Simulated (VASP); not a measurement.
Here is a VASP 6.6.1 calculation.

The input INCAR:

```
  PREC = Accurate
  ENCUT = 520
  EDIFF = 1E-8
  ISMEAR = -1
  SIGMA = 0.02
  LREAL = False
  LASPH = True
  NELM = 60
  ALGO = Normal
  ISIF = 2
  LWAVE = False
  LCHARG = False
  GGA = PE
  LEFG = True
  NBANDS = 26
```

KPOINTS

```
Automatic mesh
0
Gamma
  5 5 6
```

Contents of POSCAR:

```
CuI
1.0
    3.7331675900     -3.7110863700      0.0000000000
    3.7331675900      3.7110863700      0.0000000000
    0.0000000000      0.0000000000      4.2208577166
Cu I
2 2
Direct
    0.4204388300      0.5795611700      0.7500000000
    0.5795611700      0.4204388300      0.2500000000
    0.7700426800      0.2299573200      0.7500000000
    0.2299573200      0.7700426800      0.2500000000
```

Potentials or basis: VASP PAW PBE potentials, release 64 (Cu, I).

The run is started by

```console
$ cat potpaw_PBE.64/Cu/POTCAR potpaw_PBE.64/I/POTCAR > POTCAR
$ mpirun -np 1 vasp_std > vasp.out
```

Problem. Estimate the largest force.

Solution. 0.327 eV/Å.

Problem. What does it give for the band gap on the k mesh?

Solution. 1.01 eV, direct.

Problem. Estimate the pressure.

Solution. 2.8 GPa.

Forces in eV/Å, atoms in the order of the input:
```
Cu   0.000  0.144  0.000
Cu   0.000 -0.144  0.000
I    0.000 -0.327  0.000
I    0.000  0.327  0.000
```

Caveat: the cell differs from its parent crystal (zz strain of -2 %); without QUAD_EFG the Cq values of the log hold for a quadrupole moment of 1 mb, not for the nuclei; spin-orbit coupling is left out, which moves the levels of the heavy elements. A k mesh can miss the band edges.
